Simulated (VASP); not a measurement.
Set up this calculation in VASP 6.6.1, as the native input.

```yaml
Task: single point
Functional: LDA
Potentials_or_basis: VASP PAW LDA potentials, release 64 (Y_sv, Sn_d)
Cutoff: 520 eV
k_mesh: 5 × 5 × 5
Occupations: fermi-dirac, width 0.01 eV
Spin: no spin polarisation
Dipole_correction: no
Further_INCAR_settings: ALGO = Normal; EDIFF = 1e-06; NBANDS = 34
```

The structure of YSn3 lies in POSCAR:

```
YSn3
1.0
    0.0000000000      3.7160557162      3.7160557162
    3.7160557162      0.0000000000      3.7160557162
    3.7160557162      3.7160557162      0.0000000000
Y Sn
1 3
Direct
    0.0000000000      0.0000000000      0.0000000000
    0.5000000000      0.5000000000      0.5000000000
    0.2500000000      0.2500000000      0.2500000000
    0.7500000000      0.7500000000      0.7500000000
```

These files were run (other wordings do the same):

INCAR

```
ALGO = Normal ; EDIFF = 1E-6
ENCUT = 520 ; GGA = CA
ISIF = 2 ; ISMEAR = -1
LASPH = T ; LCHARG = F
LREAL = F ; LWAVE = F
NBANDS = 34 ; NELM = 60
PREC = Accurate ; SIGMA = 0.01
```

KPOINTS

```
k-points
0
Gamma
  5 5 5
```

Potentials or basis: VASP PAW LDA potentials, release 64 (Y_sv, Sn_d).

Command:

```sh
$ cat potpaw_LDA.64/Y_sv/POTCAR potpaw_LDA.64/Sn_d/POTCAR > POTCAR
$ mpirun -np 1 vasp_std > vasp.out
```

Results of the run:

| Quantity | Value |
| --- | --- |
| Pressure | 0.5 GPa |
| Band gap on the k mesh | zero (an odd number of electrons rules out a gap without spin polarisation) |

Caveat: spin-orbit coupling is left out, which moves the levels of the heavy elements.

Run time: 47 s on 1 thread of Intel Xeon 8259CL (shared host), peak memory 0.22 GiB.
